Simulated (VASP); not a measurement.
Set up this calculation in VASP 6.6.1, as the native input.

| Item | Value |
| --- | --- |
| Task | single point |
| Functional | PBE |
| Potentials or basis | VASP PAW PBE potentials, release 64 (Al, H) |
| Cutoff | 520 eV |
| k mesh | 5 × 3 × 1 |
| Occupations | gaussian, width 0.1 eV |
| Spin | no spin polarisation |
| Dipole correction | yes |
| Further INCAR settings | LREAL = Auto; ALGO = Normal; EDIFF = 1e-06; NBANDS = 44 |

The structure of Al9H lies in POSCAR:

```
Al9H
1.0
    5.7070863106      0.0000000000      0.0000000000
   -1.4267715776      9.7014842380      0.0000000000
    0.0000000000      0.0000000000     22.7903703519
Al H
18 2
Direct
    0.2662216041      0.0648864163      0.1755127248
    0.7662216041      0.0648864163      0.1755127248
    0.3354806058      0.3419224231      0.2192029854
    0.8354806058      0.3419224231      0.2192029854
    0.1493324061      0.5973296244      0.2279410375
    0.6493324061      0.5973296244      0.2279410375
    0.4631842064      0.8527368258      0.2366790896
    0.9631842065      0.8527368258      0.2366790896
    0.0319772093      0.1277109169      0.2808262502
    0.5319772093      0.1277109169      0.2808262502
    0.0997917601      0.4042231294      0.3301071124
    0.5997917601      0.4042231294      0.3301071124
    0.4144000537      0.6596656514      0.3369822081
    0.9144000537      0.6596656514      0.3369822081
    0.2263076916      0.9110819252      0.3449259130
    0.7263076916      0.9110819252      0.3449259130
    0.2962427243      0.1814072004      0.3857054631
    0.7962427243      0.1814072004      0.3857054631
    0.6062643800      0.3644128847      0.5173400068
    0.6062643800      0.4848513326      0.5173400068
```

One way to write it, as run:

INCAR

```
SYSTEM = Al9H
ALGO = Normal
DIPOL = 0.5 0.5 0.306
EDIFF = 1E-6
ENCUT = 520
GGA = PE
IDIPOL = 3
ISIF = 2
ISMEAR = 0
LASPH = .TRUE.
LCHARG = .TRUE.
LDIPOL = .TRUE.
LELF = .TRUE.
LREAL = Auto
LVACPOTAV = .TRUE.
LVHAR = .TRUE.
LWAVE = .FALSE.
NBANDS = 44
NELM = 100
PREC = Accurate
SIGMA = 0.1
```

KPOINTS

```
k-points
0
G
  5 3 1
  0 0 0
```

Potentials or basis: VASP PAW PBE potentials, release 64 (Al, H).

The run is started by

```sh
$ cat potpaw_PBE.64/Al/POTCAR potpaw_PBE.64/H/POTCAR > POTCAR
$ mpirun -np 1 vasp_std > vasp.out
```

Results of the run:

| Item | Value |
| --- | --- |
| Largest force | 4.600 eV/Å |
| Band gap on the k mesh | zero (bands 28 and 29 overlap by 0.73 eV) |

It took 13 min on 1 thread of Intel(R) Xeon(R) 6975P-C (Granite Rapids), with other jobs on the host, peak memory 1.2 GiB.
